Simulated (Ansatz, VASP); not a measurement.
## NaF in VASP and in Ansatz

The input POSCAR:

```
NaF
1.0
    0.0000000000      2.2972417837      2.2972417837
    2.2972417837      0.0000000000      2.2972417837
    2.2972417837      2.2972417837      0.0000000000
Na F
1 1
Direct
    0.0000000000      0.0000000000      0.0000000000
    0.5000000000      0.5000000000      0.5000000000
```

File INCAR.step1:

```
ALGO = Normal
EDIFF = 1E-4
ENCUT = 520
GGA = PE
ISMEAR = 0
LASPH = True
LCHARG = False
LREAL = False
LWAVE = True
NBANDS = 14
NELM = 60
PREC = Accurate
SIGMA = 0.01
```

The input INCAR.step2:

```
ALGO = Normal
EDIFF = 1E-7
ENCUT = 520
ISIF = 2
ISMEAR = 0
ISTART = 1
LASPH = True
LCHARG = True
LELF = True
LMIXTAU = True
LREAL = False
LVHAR = True
LWAVE = False
METAGGA = R2SCAN
NBANDS = 14
NELM = 60
PREC = Accurate
SIGMA = 0.01
```

File KPOINTS:

```
k-points
0
Gamma
  10 10 10
```

Input for Ansatz:

```yaml
crystal:
  lattice:
    - [0.0, 2.2972417837, 2.2972417837]
    - [2.2972417837, 0.0, 2.2972417837]
    - [2.2972417837, 2.2972417837, 0.0]
  atoms:
    - { symbol: Na, position: [0.0, 0.0, 0.0] }
    - { symbol: F, position: [0.5, 0.5, 0.5] }
kpoints:
  mp_grid: { grid: [10, 10, 10] }
  band_path:
    path:
      - [0.0, 0.0, 0.0]
      - [0.5, 0.0, 0.5]
      - [0.625, 0.25, 0.625]
      - [0.375, 0.375, 0.75]
      - [0.5, 0.5, 0.5]
      - [0.5, 0.25, 0.75]
    npoints: 1
hamiltonian:
  xc: r2scan
scf:
  occupations: { method: fixed }
  n_extra_bands: 4
output:
  forces: true
  stress: true
  eigenvalues: true
```

Alike in both runs: task single point; functional r2SCAN; k mesh 10 × 10 × 10; no spin polarisation.

|  | VASP | Ansatz |
| --- | --- | --- |
| version | VASP 6.6.1 | Ansatz 0.2.0 |
| potentials or method | VASP PAW PBE potentials, release 64 (Na_pv, F) | plane waves, PAW |
| plane-wave cutoff (eV) | 520 | 500 |
| occupations | gaussian, width 0.01 eV | fixed |
| valence electrons in the cell | 14 | 16 |

VASP gave:

```
gap on the k mesh at the Fermi level (eV) : 7.32
pressure (GPa)                            : -0.9
```

Which values does Ansatz return?

gap on the k mesh at the Fermi level (eV): 7.28; pressure (GPa): 0.0.

VASP's potentials were made for PBE, not for r2SCAN. VASP's potentials hold 14 valence electrons a cell and Ansatz's 16, so a difference there can come from the potentials and not from the codes.
